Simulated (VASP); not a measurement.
# SiSn2 (P-6m2) in VASP: single point with PBE

Aim: the single point of SiSn2 with PBE.

All numbers are computed with VASP 6.6.1; they aren't measurements. Logs are shortened: lines on timing, memory, paths and dates and some standing lists are left out, and cuts for length are marked.

## 1. The cell of the first run

The structure is hexagonal, space group P-6m2 (No. 187). The conventional cell has a = 3.271 Å, b = 3.271 Å, c = 15.488 Å, α = 90.00°, β = 90.00°, γ = 120.00°. Si (site symmetry 3m) has 6 Sn at 3.02 to 3.09 Å and 6 Si at 3.27 Å within 4.0 Å. Sn (site symmetry -6m2) has 12 Sn at 3.27 to 3.49 Å within 4.3 Å. Sn (site symmetry -6m2) has 6 Si at 3.09 Å and 6 Sn at 3.27 Å within 4.1 Å. Within 4.0 Å of Sn (site symmetry 3m) lie 3 Si at 3.02 Å and 9 Sn at 3.27 to 3.49 Å.

## 2. Single point, PBE

Contents of INCAR:

```
SYSTEM = SiSn2
PREC = Accurate
ENCUT = 520
EDIFF = 1E-7
ISMEAR = 0
SIGMA = 0.1
LREAL = .False.
LASPH = .True.
NELM = 80
ALGO = Fast
ISIF = 2
LWAVE = .False.
LCHARG = .False.
GGA = PE
NBANDS = 41
```

Contents of KPOINTS:

```
Automatic mesh
0
Gamma
  12 12 4
  0 0 0
```

Contents of POSCAR:

```
SiSn2
1.0
    3.2709785506      0.0000000000      0.0000000000
   -1.6354892753      2.8327505201      0.0000000000
    0.0000000000      0.0000000000     15.4880495009
Si Sn
2 4
Direct
    0.3333333333      0.6666666667      0.8419167372
    0.3333333333      0.6666666667      0.1580832628
    0.3333333333      0.6666666667      0.5000000000
    0.6666666667      0.3333333333      0.0000000000
    0.6666666667      0.3333333333      0.3105708017
    0.6666666667      0.3333333333      0.6894291983
```

Potentials or basis: VASP PAW PBE potentials, release 64 (Si, Sn_d).

Run with:

```bash
$ cat potpaw_PBE.64/Si/POTCAR potpaw_PBE.64/Sn_d/POTCAR > POTCAR
$ mpirun -np 1 vasp_std > vasp.out
```

OUTCAR:

```text
SYSTEM = SiSn2
   PREC = Accurate
   ENCUT = 520
   EDIFF = 1E-7
   ISMEAR = 0
   LREAL = .False.
   LASPH = .True.
   NELM = 80
   ISIF = 2
   GGA = PE

 ion  position               nearest neighbor table
   1  0.333  0.667  0.842-   6 3.02   6 3.02   6 3.02   4 3.09   4 3.09   4 3.09
   2  0.333  0.667  0.158-   5 3.02   5 3.02   5 3.02   4 3.09   4 3.09   4 3.09
   3  0.333  0.667  0.500-   5 3.49   6 3.49   5 3.49   6 3.49   5 3.49   6 3.49
   4  0.667  0.333  0.000-   1 3.09   2 3.09   1 3.09   2 3.09   1 3.09   2 3.09
   5  0.667  0.333  0.311-   2 3.02   2 3.02   2 3.02   3 3.49   3 3.49   3 3.49
   6  0.667  0.333  0.689-   1 3.02   1 3.02   1 3.02   3 3.49   3 3.49   3 3.49

  LATTYP: Found a hexagonal cell.
 ALAT       =     3.2709785506
 C/A-ratio  =     4.7349896251

  Lattice vectors:

 A1 = (   3.2709785506,   0.0000000000,   0.0000000000)
 A2 = (  -1.6354892753,   2.8327505201,   0.0000000000)
 A3 = (   0.0000000000,   0.0000000000,  15.4880495009)

Analysis of symmetry for initial positions (statically):
=====================================================================
 Subroutine PRICEL returns:
 Original cell was already a primitive cell.

 Routine SETGRP: Setting up the symmetry group for a
 hexagonal supercell.

 Subroutine GETGRP returns: Found 12 space group operations
 (whereof 12 operations were pure point group operations)
 out of a pool of 24 trial point group operations.

The static configuration has the point symmetry D_3h.

Analysis of symmetry for dynamics (positions and initial velocities):
=====================================================================
 Subroutine PRICEL returns:
 Original cell was already a primitive cell.

 Routine SETGRP: Setting up the symmetry group for a
 hexagonal supercell.

 Subroutine GETGRP returns: Found 12 space group operations
 (whereof 12 operations were pure point group operations)
 out of a pool of 24 trial point group operations.

The dynamic configuration has the point symmetry D_3h.

 Subroutine INISYM returns: Found 12 space group operations
 (whereof 12 operations are pure point group operations),
 and found     1 'primitive' translations

----------------------------------------------------------------------------------------

                                     Primitive cell

  volume of cell :     143.5102

  direct lattice vectors                    reciprocal lattice vectors
     3.270978551  0.000000000  0.000000000     0.305718911  0.176506895  0.000000000
    -1.635489275  2.832750520  0.000000000     0.000000000  0.353013791  0.000000000
     0.000000000  0.000000000 15.488049501     0.000000000  0.000000000  0.064565909

  length of vectors
     3.270978551  3.270978551 15.488049501     0.353013791  0.353013791  0.064565909

  position of ions in fractional coordinates (direct lattice)
     0.333333333  0.666666667  0.841916737
     0.333333333  0.666666667  0.158083263
     0.333333333  0.666666667  0.500000000
     0.666666667  0.333333333  0.000000000
     0.666666667  0.333333333  0.310570802
     0.666666667  0.333333333  0.689429198

  ion indices of the primitive-cell ions
   primitive index   ion index
                 1           1
                 2           2
                 3           3
                 4           4
                 5           5
                 6           6

----------------------------------------------------------------------------------------

 KPOINTS: Automatic mesh

Automatic generation of k-mesh.
 Grid dimensions read from file:
 generate k-points for:   12   12    4

 Generating k-lattice:

  Cartesian coordinates                     Fractional coordinates (reciprocal lattice)
     0.025476576  0.014708908  0.000000000     0.083333333  0.000000000  0.000000000
     0.000000000  0.029417816  0.000000000     0.000000000  0.083333333  0.000000000
     0.000000000  0.000000000  0.016141477     0.000000000  0.000000000  0.250000000

  Length of vectors
     0.029417816  0.029417816  0.016141477

  Shift w.r.t. Gamma in fractional coordinates (k-lattice)
     0.000000000  0.000000000  0.000000000

 Subroutine IBZKPT returns following result:
 ===========================================

 Found     57 irreducible k-points:

 Following reciprocal coordinates:
            Coordinates               Weight
  0.000000  0.000000  0.000000      1.000000
  0.083333  0.000000  0.000000      6.000000
  0.166667  0.000000  0.000000      6.000000
  0.250000  0.000000  0.000000      6.000000
  0.333333 -0.000000  0.000000      6.000000
  0.416667  0.000000  0.000000      6.000000
[... 16 lines left out ...]
  0.250000  0.000000  0.250000     12.000000
  0.333333 -0.000000  0.250000     12.000000
 [... further k-points ...]
   k-points           NKPTS =     57   k-points in BZ     NKDIM =     57   number of bands    NBANDS=     41
   number of dos      NEDOS =    301   number of ions     NIONS =      6
   total plane-waves  NPLWV =  69120
   dimension x,y,z NGX =    24 NGY =   24 NGZ =  120
   dimension x,y,z NGXF=    48 NGYF=   48 NGZF=  240
   ions per type =               2   4
   NGX,Y,Z   is equivalent  to a cutoff of  12.20, 12.20, 12.88 a.u.
   NGXF,Y,Z  is equivalent  to a cutoff of  24.40, 24.40, 25.76 a.u.
 SYSTEM =  SiSn2
   PREC   = accura    normal or accurate (medium, high low for compatibility)
   ISTART =      0    job   : 0-new  1-cont  2-samecut
   ICHARG =      2    charge: 1-file 2-atom 10-const
   ISPIN  =      1    spin polarized calculation?
   LNONCOLLINEAR =      F non collinear calculations
   LSORBIT =      F    spin-orbit coupling
   LASPH  =      T    aspherical Exc in radial PAW
   ENCUT  =  520.0 eV  38.22 Ry    6.18 a.u.   6.08  6.08 28.80*2*pi/ulx,y,z
   NELM   =     80;   NELMIN=  2; NELMDL= -5     # of ELM steps
   EDIFF  = 0.1E-06   stopping-criterion for ELM
   LREAL  =      F    real-space projection
   EDIFFG = 0.1E-05   stopping-criterion for IOM
   NSW    =      0    number of steps for IOM
   IBRION =     -1    ionic relax: 0-MD 1-quasi-New 2-CG
   NFREE  =      0    steps in history (QN), initial steepest desc. (CG)
   ISIF   =      2    stress and relaxation
   ISYM   =      2    0-nonsym 1-usesym 2-fastsym
   POTIM  = 0.5000    time-step for ionic-motion
   TEBEG  =    0.0;   TEEND  =   0.0 temperature during run
   PSTRESS=    0.0 pullay stress
   NELECT =      64.0000    total number of electrons
   NUPDOWN=      -1.0000    fix difference up-down
   EMIN   =  10.00;   EMAX   =-10.00  energy-range for DOS
   EFERMI =   0.00;   METHOD = LEGACY
   ISMEAR =     0;   SIGMA  =   0.10  broadening in eV -4-tet -1-fermi 0-gaus
   EFERMI_NEDOS =   21; number of points for ismear=-14 and -15
   IALGO  =     68    algorithm
   IMIX   =      4    mixing-type and parameters
     AMIX     =   0.40;   BMIX     =  1.00
     AMIX_MAG =   1.60;   BMIX_MAG =  1.00
  volume/ion in A,a.u.               =      23.92       161.41
  Fermi-wavevector in a.u.,A,eV,Ry     =   1.250760  2.363593 21.284954  1.564400
  Thomas-Fermi vector in A             =   2.384739
   LORBIT       =      0    0 simple, 1 ext, 2 COOP (PROOUT), +10 PAW based schemes
   GGA     = PE    functional components
   LHFCALC =     F    Hartree Fock is set to
   AEXX    =    0.0000 exact exchange contribution
   IVDW    =     0    specifies the selected vdW correction
   LEPSILON=     F    determine dielectric tensor
   LRPA    =     F    only Hartree local field effects (RPA)
 non-spin polarized calculation
 RMM-DIIS sequential band-by-band and
 Gauss-broadening in eV      SIGMA  =   0.10
  energy-cutoff  :      520.00
  volume of cell :      143.51
 maximum number of plane-waves:      3906
   NGX = 13   NGY = 13   NGZ = 57

 number of electron      64.0000009 magnetization

 Free energy of the ion-electron system (eV)
  ---------------------------------------------------
  ext. energy  EPLUGINS =         0.00000000
  ---------------------------------------------------
  free energy    TOTEN  =       -23.98170455 eV

  energy without entropy =      -23.97288273  energy(sigma->0) =      -23.97729364

 E-fermi :   8.0592     XC(G=0): -10.3986

 val. band max:        8.0494906847   @ k =   0.4167   0.1667   0.2500
 cond. band min:       8.0700845678   @ k =   0.2500   0.2500   0.2500
 fundamental gap:      0.0205938831
 Fermi energy:         8.0591802574

 k-point     1 :       0.0000    0.0000    0.0000
  band No.  band energies     occupation
      1     -13.5634      2.00000
      2     -13.5634      2.00000
      3     -13.5574      2.00000
      4     -13.5465      2.00000
      5     -13.5115      2.00000
      6     -13.5115      2.00000
[... 33 lines left out ...]
     40      15.4025      0.00000
     41      15.4379      0.00000

 k-point     2 :       0.0833    0.0000    0.0000
  band No.  band energies     occupation
      1     -13.5672      2.00000
      2     -13.5512      2.00000
      3     -13.5481      2.00000
      4     -13.5413      2.00000
      5     -13.5154      2.00000
      6     -13.5152      2.00000
[... 33 lines left out ...]
     40      15.0434      0.00000
     41      15.2422      0.00000

 k-point     3 :       0.1667    0.0000    0.0000
  band No.  band energies     occupation
      1     -13.5793      2.00000
      2     -13.5432      2.00000
      3     -13.5277      2.00000
      4     -13.5218      2.00000
      5     -13.5205      2.00000
      6     -13.5178      2.00000
[... 33 lines left out ...]
     40      13.5211      0.00000
     41      14.6063      0.00000

 k-point     4 :       0.2500    0.0000    0.0000
  band No.  band energies     occupation
      1     -13.5962      2.00000
      2     -13.5603      2.00000
      3     -13.5444      2.00000
      4     -13.5337      2.00000
      5     -13.4843      2.00000
      6     -13.4824      2.00000
[... 825 lines left out ...]
     40      13.9725      0.00000
     41      14.1713      0.00000

 k-point    23 :       0.2500    0.0000    0.2500
  band No.  band energies     occupation
      1     -13.5962      2.00000
      2     -13.5603      2.00000
      3     -13.5444      2.00000
      4     -13.5337      2.00000
      5     -13.4844      2.00000
      6     -13.4823      2.00000
[... 33 lines left out ...]
     40      13.3016      0.00000
     41      13.5500      0.00000

 k-point    24 :       0.3333   -0.0000    0.2500
  band No.  band energies     occupation
      1     -13.6132      2.00000
      2     -13.5789      2.00000
      3     -13.5610      2.00000
      4     -13.5475      2.00000
      5     -13.5076      2.00000
      6     -13.5004      2.00000
[... 33 lines left out ...]
     40      12.5041      0.00000
     41      12.7646      0.00000

 [... further k-points ...]
[... 5 lines left out ...]
  --------------------------------------------------------------------------------------
  -------------------------------------------------------------------------------------
  Total       -0.0516702     -0.0516702     -0.0481867      0.0000000      0.0000000      0.0000000
  in kB       -0.5768566     -0.5768566     -0.5379663      0.0000000      0.0000000      0.0000000
  external PRESSURE =      -0.5638932 kB  Pullay stress =       0.0000000 kB

 VOLUME and BASIS-vectors are now :
 -----------------------------------------------------------------------------
  energy-cutoff  :      520.00
  volume of cell :      143.51
      direct lattice vectors                 reciprocal lattice vectors
     3.270978551  0.000000000  0.000000000     0.305718911  0.176506895  0.000000000
    -1.635489275  2.832750520  0.000000000     0.000000000  0.353013791  0.000000000
     0.000000000  0.000000000 15.488049501     0.000000000  0.000000000  0.064565909

 POSITION                                       TOTAL-FORCE (eV/Angst)
 -----------------------------------------------------------------------------------
     -0.00000      1.88850     13.03965         0.000000      0.000000      0.001506
     -0.00000      1.88850      2.44840         0.000000      0.000000     -0.001506
     -0.00000      1.88850      7.74402        -0.000000      0.000000      0.000000
      1.63549      0.94425      0.00000         0.000000      0.000000      0.000000
      1.63549      0.94425      4.81014        -0.000000     -0.000000      0.001426
      1.63549      0.94425     10.67791        -0.000000     -0.000000     -0.001426
 -----------------------------------------------------------------------------------
    total drift:                               -0.000000      0.000000      0.000000

  FREE ENERGIE OF THE ION-ELECTRON SYSTEM (eV)
  ---------------------------------------------------
  free  energy   TOTEN  =       -23.9817045545 eV

  energy  without entropy=      -23.9728827271  energy(sigma->0) =      -23.97729364
```

Wall time 3.9 min (1 thread of Intel Xeon Platinum 8375C at 2.90GHz (Ice Lake), shared host); peak memory 0.41 GiB.

Results:

```
Free energy            : -23.9817 eV
Pressure               : -0.1 GPa
Band gap on the k mesh : zero (bands 32 and 33 overlap by 6.94 eV)
```

Caveat: spin-orbit coupling is left out, which moves the levels of the heavy elements.
